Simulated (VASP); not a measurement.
# NbCd3 (Pm-3m) in VASP: a series of runs, part 2 of 2

VASP 6.6.1. Earlier steps stand in the parts before.

## Step 3: Single point, PBE

This run uses another cell than the first one, of 19.99 Å³/atom.

The input, INCAR:

```
PREC = Accurate
ENCUT = 520
EDIFF = 1E-6
ISMEAR = 0
SIGMA = 0.1
LREAL = False
LASPH = True
NELM = 60
ALGO = Normal
ISIF = 2
LWAVE = False
LCHARG = False
GGA = PE
NBANDS = 32
```

The input, KPOINTS:

```
regular mesh
0
Gamma
  4 4 4
```

The input, POSCAR:

```
NbCd3
1.0
    4.3082562829      0.0000000000      0.0000000000
    0.0000000000      4.3082562829      0.0000000000
    0.0000000000      0.0000000000      4.3082562829
Nb Cd
1 3
Direct
    0.0000000000      0.0000000000      0.0000000000
    0.0000000000      0.5000000000      0.5000000000
    0.5000000000      0.0000000000      0.5000000000
    0.5000000000      0.5000000000      0.0000000000
```

Potentials or basis: VASP PAW PBE potentials, release 64 (Nb_sv, Cd).

On the command line:

```
> cat potpaw_PBE.64/Nb_sv/POTCAR potpaw_PBE.64/Cd/POTCAR > POTCAR
> mpirun -np 1 vasp_std > vasp.out
```

OUTCAR:

```text
PREC = Accurate
   ENCUT = 520
   EDIFF = 1E-6
   ISMEAR = 0
   LREAL = False
   LASPH = True
   NELM = 60
   ISIF = 2
   GGA = PE

 ion  position               nearest neighbor table
   1  0.000  0.000  0.000-   2 3.05   3 3.05   4 3.05   2 3.05   3 3.05   2 3.05   4 3.05   2 3.05
                             3 3.05   4 3.05   3 3.05   4 3.05
   2  0.000  0.500  0.500-   1 3.05   3 3.05   4 3.05   1 3.05   4 3.05   1 3.05   3 3.05   1 3.05
                             3 3.05   4 3.05   4 3.05   3 3.05
   3  0.500  0.000  0.500-   1 3.05   2 3.05   4 3.05   1 3.05   4 3.05   2 3.05   4 3.05   4 3.05
                             1 3.05   2 3.05   1 3.05   2 3.05
   4  0.500  0.500  0.000-   1 3.05   2 3.05   3 3.05   2 3.05   3 3.05   1 3.05   3 3.05   3 3.05
                             1 3.05   2 3.05   2 3.05   1 3.05

  LATTYP: Found a simple cubic cell.
 ALAT       =     4.3082562829

  Lattice vectors:

 A1 = (   4.3082562829,   0.0000000000,   0.0000000000)
 A2 = (   0.0000000000,   4.3082562829,   0.0000000000)
 A3 = (   0.0000000000,   0.0000000000,   4.3082562829)

Analysis of symmetry for initial positions (statically):
=====================================================================
 Subroutine PRICEL returns:
 Original cell was already a primitive cell.

 Routine SETGRP: Setting up the symmetry group for a
 simple cubic supercell.

 Subroutine GETGRP returns: Found 48 space group operations
 (whereof 48 operations were pure point group operations)
 out of a pool of 48 trial point group operations.

The static configuration has the point symmetry O_h .

Analysis of symmetry for dynamics (positions and initial velocities):
=====================================================================
 Subroutine PRICEL returns:
 Original cell was already a primitive cell.

 Routine SETGRP: Setting up the symmetry group for a
 simple cubic supercell.

 Subroutine GETGRP returns: Found 48 space group operations
 (whereof 48 operations were pure point group operations)
 out of a pool of 48 trial point group operations.

The dynamic configuration has the point symmetry O_h .

 Subroutine INISYM returns: Found 48 space group operations
 (whereof 48 operations are pure point group operations),
 and found     1 'primitive' translations

----------------------------------------------------------------------------------------

                                     Primitive cell

  volume of cell :      79.9659

  direct lattice vectors                    reciprocal lattice vectors
     4.308256283  0.000000000  0.000000000     0.232112468  0.000000000  0.000000000
     0.000000000  4.308256283  0.000000000     0.000000000  0.232112468  0.000000000
     0.000000000  0.000000000  4.308256283     0.000000000  0.000000000  0.232112468

  length of vectors
     4.308256283  4.308256283  4.308256283     0.232112468  0.232112468  0.232112468

  position of ions in fractional coordinates (direct lattice)
     0.000000000  0.000000000  0.000000000
     0.000000000  0.500000000  0.500000000
     0.500000000  0.000000000  0.500000000
     0.500000000  0.500000000  0.000000000

  ion indices of the primitive-cell ions
   primitive index   ion index
                 1           1
                 2           2
                 3           3
                 4           4

[... 25 lines left out ...]

 Following reciprocal coordinates:
            Coordinates               Weight
  0.000000  0.000000  0.000000      1.000000
  0.250000  0.000000  0.000000      6.000000
  0.500000  0.000000  0.000000      3.000000
  0.250000  0.250000  0.000000     12.000000
  0.500000  0.250000  0.000000     12.000000
  0.500000  0.500000  0.000000      3.000000
  0.250000  0.250000  0.250000      8.000000
  0.500000  0.250000  0.250000     12.000000
  0.500000  0.500000  0.250000      6.000000
  0.500000  0.500000  0.500000      1.000000
   k-points           NKPTS =     10   k-points in BZ     NKDIM =     10   number of bands    NBANDS=     32
   number of dos      NEDOS =    301   number of ions     NIONS =      4
   total plane-waves  NPLWV =  32768
   dimension x,y,z NGX =    32 NGY =   32 NGZ =   32
   dimension x,y,z NGXF=    64 NGYF=   64 NGZF=   64
   ions per type =               1   3
   NGX,Y,Z   is equivalent  to a cutoff of  12.35, 12.35, 12.35 a.u.
   NGXF,Y,Z  is equivalent  to a cutoff of  24.70, 24.70, 24.70 a.u.
 SYSTEM =  unknown system
   PREC   = accura    normal or accurate (medium, high low for compatibility)
   ISTART =      0    job   : 0-new  1-cont  2-samecut
   ICHARG =      2    charge: 1-file 2-atom 10-const
   ISPIN  =      1    spin polarized calculation?
   LNONCOLLINEAR =      F non collinear calculations
   LSORBIT =      F    spin-orbit coupling
   LASPH  =      T    aspherical Exc in radial PAW
   ENCUT  =  520.0 eV  38.22 Ry    6.18 a.u.   8.01  8.01  8.01*2*pi/ulx,y,z
   NELM   =     60;   NELMIN=  2; NELMDL= -5     # of ELM steps
   EDIFF  = 0.1E-05   stopping-criterion for ELM
   LREAL  =      F    real-space projection
   EDIFFG = 0.1E-04   stopping-criterion for IOM
   NSW    =      0    number of steps for IOM
   IBRION =     -1    ionic relax: 0-MD 1-quasi-New 2-CG
   NFREE  =      0    steps in history (QN), initial steepest desc. (CG)
   ISIF   =      2    stress and relaxation
   ISYM   =      2    0-nonsym 1-usesym 2-fastsym
   POTIM  = 0.5000    time-step for ionic-motion
   TEBEG  =    0.0;   TEEND  =   0.0 temperature during run
   PSTRESS=    0.0 pullay stress
   NELECT =      49.0000    total number of electrons
   NUPDOWN=      -1.0000    fix difference up-down
   EMIN   =  10.00;   EMAX   =-10.00  energy-range for DOS
   EFERMI =   0.00;   METHOD = LEGACY
   ISMEAR =     0;   SIGMA  =   0.10  broadening in eV -4-tet -1-fermi 0-gaus
   EFERMI_NEDOS =   21; number of points for ismear=-14 and -15
   IALGO  =     38    algorithm
   IMIX   =      4    mixing-type and parameters
     AMIX     =   0.40;   BMIX     =  1.00
     AMIX_MAG =   1.60;   BMIX_MAG =  1.00
  volume/ion in A,a.u.               =      19.99       134.91
  Fermi-wavevector in a.u.,A,eV,Ry     =   1.390503  2.627670 26.306853  1.933499
  Thomas-Fermi vector in A             =   2.514432
   LORBIT       =      0    0 simple, 1 ext, 2 COOP (PROOUT), +10 PAW based schemes
   GGA     = PE    functional components
   LHFCALC =     F    Hartree Fock is set to
   AEXX    =    0.0000 exact exchange contribution
   IVDW    =     0    specifies the selected vdW correction
   LEPSILON=     F    determine dielectric tensor
   LRPA    =     F    only Hartree local field effects (RPA)
 non-spin polarized calculation
 Gauss-broadening in eV      SIGMA  =   0.10
  energy-cutoff  :      520.00
  volume of cell :       79.97
 maximum number of plane-waves:      2176
   NGX = 17   NGY = 17   NGZ = 17

 number of electron      48.9999972 magnetization

 Free energy of the ion-electron system (eV)
  ---------------------------------------------------
  ext. energy  EPLUGINS =         0.00000000
  ---------------------------------------------------
  free energy    TOTEN  =       -11.87543134 eV

  energy without entropy =      -11.86585485  energy(sigma->0) =      -11.87064309

 E-fermi :   4.8956     XC(G=0): -11.5973

 val. band max:        4.4140910609   @ k =   0.5000   0.5000   0.0000
 cond. band min:       4.9439546180   @ k =   0.0000   0.0000   0.0000
 fundamental gap:      0.5298635571
 Fermi energy:         4.8956055813

 k-point     1 :       0.0000    0.0000    0.0000
  band No.  band energies     occupation
      1     -50.2822      2.00000
      2     -26.3292      2.00000
      3     -26.3292      2.00000
      4     -26.3292      2.00000
      5      -4.7674      2.00000
      6      -4.5651      2.00000
[... 339 lines left out ...]
     31       8.6171      0.00000
     32       8.6171      0.00000

------------------------ aborting loop because EDIFF is reached ----------------------------------------

  FORCE on cell =-STRESS in cart. coord.  units (eV):
  Direction    XX          YY          ZZ          XY          YZ          ZX
  --------------------------------------------------------------------------------------
  -------------------------------------------------------------------------------------
  Total        0.1512540      0.1512540      0.1512540     -0.0000000     -0.0000000      0.0000000
  in kB        3.0304898      3.0304898      3.0304898     -0.0000000     -0.0000000      0.0000000
  external PRESSURE =       3.0304898 kB  Pullay stress =       0.0000000 kB

 VOLUME and BASIS-vectors are now :
 -----------------------------------------------------------------------------
  energy-cutoff  :      520.00
  volume of cell :       79.97
      direct lattice vectors                 reciprocal lattice vectors
     4.308256283  0.000000000  0.000000000     0.232112468  0.000000000  0.000000000
     0.000000000  4.308256283  0.000000000     0.000000000  0.232112468  0.000000000
     0.000000000  0.000000000  4.308256283     0.000000000  0.000000000  0.232112468

 POSITION                                       TOTAL-FORCE (eV/Angst)
 -----------------------------------------------------------------------------------
      0.00000      0.00000      0.00000         0.000000      0.000000      0.000000
      0.00000      2.15413      2.15413         0.000000      0.000000      0.000000
      2.15413      0.00000      2.15413         0.000000      0.000000      0.000000
      2.15413      2.15413      0.00000         0.000000      0.000000      0.000000
 -----------------------------------------------------------------------------------
    total drift:                                0.000000     -0.000000     -0.000000

  FREE ENERGIE OF THE ION-ELECTRON SYSTEM (eV)
  ---------------------------------------------------
  free  energy   TOTEN  =       -11.8754313404 eV

  energy  without entropy=      -11.8658548456  energy(sigma->0) =      -11.87064309
```

OSZICAR:

```text
N       E                     dE             d eps       ncg     rms          rms(c)
DAV:   1     0.462830117984E+03    0.46283E+03   -0.26041E+04   640   0.156E+03
DAV:   2     0.577583212167E+01   -0.45705E+03   -0.44297E+03   712   0.483E+02
DAV:   3    -0.120146467185E+02   -0.17790E+02   -0.17424E+02   936   0.952E+01
DAV:   4    -0.125953751554E+02   -0.58073E+00   -0.57740E+00   920   0.140E+01
DAV:   5    -0.126051800864E+02   -0.98049E-02   -0.98027E-02   840   0.161E+00    0.856E+00
DAV:   6    -0.119829228273E+02    0.62226E+00   -0.17430E+00   824   0.108E+01    0.534E+00
DAV:   7    -0.119034630896E+02    0.79460E-01   -0.24380E-01   848   0.350E+00    0.388E+00
DAV:   8    -0.118775915351E+02    0.25872E-01   -0.96731E-02   824   0.207E+00    0.115E+00
DAV:   9    -0.118753232657E+02    0.22683E-02   -0.10247E-02   824   0.796E-01    0.202E-01
DAV:  10    -0.118754566719E+02   -0.13341E-03   -0.98558E-04   752   0.234E-01    0.424E-02
DAV:  11    -0.118754342122E+02    0.22460E-04   -0.90302E-05   928   0.655E-02    0.181E-02
DAV:  12    -0.118754311404E+02    0.30718E-05   -0.96380E-06   752   0.222E-02    0.619E-03
DAV:  13    -0.118754313404E+02   -0.19999E-06   -0.81439E-07   496   0.618E-03
   1 F= -.11875431E+02 E0= -.11870643E+02  d E =-.957649E-02
```

Wall time 23 s (1 thread of Oxide Virtual Turin-like, shared host); peak memory 0.14 GiB.

Results:

```
Free energy            : -11.8754 eV
Pressure               : 0.3 GPa
Band gap on the k mesh : zero (an odd number of electrons rules out a gap without spin polarisation)
```

Caveat: the k points lie up to 0.36 Å⁻¹ apart, too coarse for converged energies and pressures of a metal.

## Step 4: Relaxation of cell and atoms, PBE

The input, INCAR:

```
ALGO = Fast
EDIFF = 1E-6
EDIFFG = -0.04
ENCUT = 600
GGA = PE
IBRION = 2
ISIF = 3
ISMEAR = 0
LASPH = True
LCHARG = False
LREAL = False
LWAVE = False
NELM = 60
NSW = 90
PREC = Accurate
SIGMA = 0.1
```

The input, KPOINTS:

```
k-points
0
Gamma
  4 4 4
```

The input, POSCAR:

```
NbCd3
1.0
    4.2150000000      0.0000000000      0.0000000000
    0.0000000000      4.2150000000      0.0000000000
    0.0000000000      0.0000000000      4.2150000000
Nb Cd
1 3
Direct
    0.0000000000      0.0000000000      0.0000000000
    0.0000000000      0.5000000000      0.5000000000
    0.5000000000      0.0000000000      0.5000000000
    0.5000000000      0.5000000000      0.0000000000
```

On the command line:

```
> cat potpaw_PBE.64/Nb_sv/POTCAR potpaw_PBE.64/Cd/POTCAR > POTCAR
> mpirun -np 1 vasp_std > vasp.out
```

Run time: 95 s. Hardware: 1 thread of Oxide Virtual Turin-like, shared host; peak memory 0.18 GiB.

Results (log left out):

```yaml
Free_energy: -11.8710 eV
Relaxed_volume: 20.05 Å³/atom
Relaxed_cell: a = 4.312 Å, b = 4.312 Å, c = 4.312 Å, α = 90.00°, β = 90.00°, γ = 90.00°
Space_group_after_relaxing_to_0.1_Å: Pm-3m (No. 221)
Energy_gained_by_relaxing: 29.1 meV/atom
Ionic_steps: 3
Pressure_after_relaxing: 0.0 GPa
Band_gap_on_the_k_mesh: zero (an odd number of electrons rules out a gap without spin polarisation)
```

The path:
```
step  energy change (eV)  largest force (eV/Å)  pressure (GPa)  volume (Å³)
   1              0.0000                0.0000            7.58        74.88
   2             -0.0438                0.0000           -4.64        84.90
   3             -0.1165                0.0000           -0.05        80.19
```

Final structure:
```
CELL_PARAMETERS angstrom
4.31236 0.00000 0.00000
0.00000 4.31236 0.00000
0.00000 0.00000 4.31236
ATOMIC_POSITIONS crystal
Nb 0.00000 0.00000 0.00000
Cd 0.00000 0.50000 0.50000
Cd 0.50000 0.00000 0.50000
Cd 0.50000 0.50000 0.00000
```

Levels at points of the mesh, in eV from the Fermi level:
```csv
k point,band 20,band 21,band 22,band 23,band 24,band 25,band 26,band 27,band 28,band 29
"(0.00, 0.00, 0.00)",-7.79,-1.14,-1.14,0.05,0.05,0.05,0.95,0.95,0.95,5.13
"(0.50, 0.00, 0.00)",-6.17,-5.86,-1.01,-1.01,-0.93,0.80,0.89,2.73,3.81,3.81
"(0.50, 0.50, 0.00)",-5.15,-3.35,-3.35,-3.17,-0.48,-0.48,0.90,1.47,1.84,5.15
"(0.50, 0.50, 0.50)",-2.61,-2.61,-2.61,-2.35,-1.31,-1.31,-1.31,1.23,1.23,3.31
```

Caveat: the k points lie up to 0.36 Å⁻¹ apart in the final cell, too coarse for converged energies and pressures of a metal.

## Step 5: Summary

| task | cell | cutoff (eV) | gap on the mesh (eV) | pressure (GPa) |
| --- | --- | --- | --- | --- |
| single point | a = 4.215 Å, 4 atoms | 520 | none | 7.7 |
| single point | a = 4.308 Å, 4 atoms | 520 | none | 0.3 |
| relaxation of cell and atoms | relaxed from a = 4.215 Å, 4 atoms | 600 | none | 0.0 |

Alike in all rows: level PBE; potentials or basis VASP PAW PBE potentials, release 64 (Nb_sv, Cd); no spin polarisation; k mesh 4 × 4 × 4; smearing gaussian 0.1 eV.

Caveats: all runs use coarse meshes.

Absolute energies hang on the potentials; compare differences alone.

The gap in the log of VASP goes by the Fermi energy; the results here count the filled bands.